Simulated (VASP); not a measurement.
# Zn: relaxation of cell and atoms with r2SCAN

The system is Zn.

```
Zn
1.0
    -1.56904    1.56904    1.56904
     1.56904   -1.56904    1.56904
     1.56904    1.56904   -1.56904
Zn
1
Direct
  0.00000 0.00000 0.00000
```

* Program: VASP 6.6.1
* Task: relaxation of cell and atoms
* Functional: r2SCAN
* Potentials or basis: VASP PAW PBE potentials, release 64 (Zn)
* Cutoff: 600 eV
* k mesh: 11 × 11 × 11
* Occupations: gaussian, width 0.1 eV
* Spin: no spin polarisation
* Dipole correction: no
* Further INCAR settings: ALGO = Normal; EDIFF = 1e-06; IBRION = 2; EDIFFG = -0.01; NSW = 80; ISIF = 3

* Relaxed volume: 14.40 Å³/atom
* Relaxed cell: a = 2.654 Å, b = 2.654 Å, c = 2.654 Å, α = 109.47°, β = 109.47°, γ = 109.47°
* Space group after relaxing (to 0.05 Å): Im-3m (No. 229)
* Energy gained by relaxing: 19.2 meV/atom
* Ionic steps: 3
* Pressure after relaxing: 0.0 GPa
* Band gap on the k mesh: zero (band 6 reaches 6.89 eV, above the bottom of band 7 at 2.81 eV)

The path:
| step | energy change (eV) | largest force (eV/Å) | pressure (GPa) | volume (Å³) |
| --- | --- | --- | --- | --- |
| 1 | 0.0000 | 0.0000 | -5.20 | 15.45 |
| 2 | -0.0192 | 0.0000 | 0.28 | 14.36 |
| 3 | -0.0192 | 0.0000 | 0.05 | 14.40 |

Final structure:
```
CELL_PARAMETERS angstrom
-1.53244 1.53244 1.53244
1.53244 -1.53244 1.53244
1.53244 1.53244 -1.53244
ATOMIC_POSITIONS crystal
Zn 0.00000 0.00000 0.00000
```

Levels at points of the mesh, in eV from the Fermi level:
```tsv
k point	band 3	band 4	band 5	band 6	band 7	band 8	band 9	band 10
(0.00, 0.00, 0.00)	-8.45	-8.45	-7.88	-7.88	21.25	21.25	21.25	22.19
```

It took 63 s on 1 thread of AMD EPYC 9R45 96-Core Processor (Zen 5), on a shared host, peak memory 0.12 GiB.

Caveat: the PAW data sets were made with another functional, which shifts forces and pressure a little.
